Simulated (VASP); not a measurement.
A run of VASP 6.6.1:

The input POSCAR:

```
InP
1.0
    4.0639413662      0.0000000000      0.0000000000
    2.0319706831      3.5194764626      0.0000000000
    2.0319706831      1.1731588209      3.3181942306
In P
1 1
Direct
    0.0000000000      0.0000000000      0.0000000000
    0.2500000000      0.2500000000      0.2500000000
```

Contents of INCAR.step1:

```
PREC = Accurate ; ENCUT = 520
ISMEAR = -1 ; SIGMA = 0.15
LREAL = F ; LASPH = T
NELM = 100 ; NBANDS = 16
GGA = PE ; ALGO = Normal
EDIFF = 1E-4 ; LWAVE = T
LCHARG = F
```

INCAR.step2

```
PREC = Accurate ; ENCUT = 520
EDIFF = 1E-7 ; ISMEAR = -1
SIGMA = 0.15 ; LREAL = F
LASPH = T ; NELM = 100
ALGO = Normal ; ISIF = 2
LWAVE = F ; LCHARG = F
METAGGA = R2SCAN ; LMIXTAU = T
IVDW = 13 ; VDW_S6 = 1.0
VDW_S8 = 0.6018749 ; VDW_A1 = 0.51559235
VDW_A2 = 5.77342911 ; NBANDS = 16
ISTART = 1
```

The input KPOINTS:

```
regular mesh
0
Gamma
  6 6 6
```

Potentials or basis: VASP PAW PBE potentials, release 64 (In_d, P).

The run is started by

```bash
$ cat potpaw_PBE.64/In_d/POTCAR potpaw_PBE.64/P/POTCAR > POTCAR
$ cp INCAR.step1 INCAR
$ mpirun -np 1 vasp_std > vasp.out
$ cp INCAR.step2 INCAR
$ mpirun -np 1 vasp_std > vasp.out
```

Hardware: 1 thread of Intel(R) Xeon(R) 6975P-C (Granite Rapids), with other jobs on the host.

Q: How long does it take, and how much memory?

A: Run time: 27 s on 1 thread of Intel(R) Xeon(R) 6975P-C (Granite Rapids), on a shared host, peak memory 0.17 GiB. Counts: k points 16.
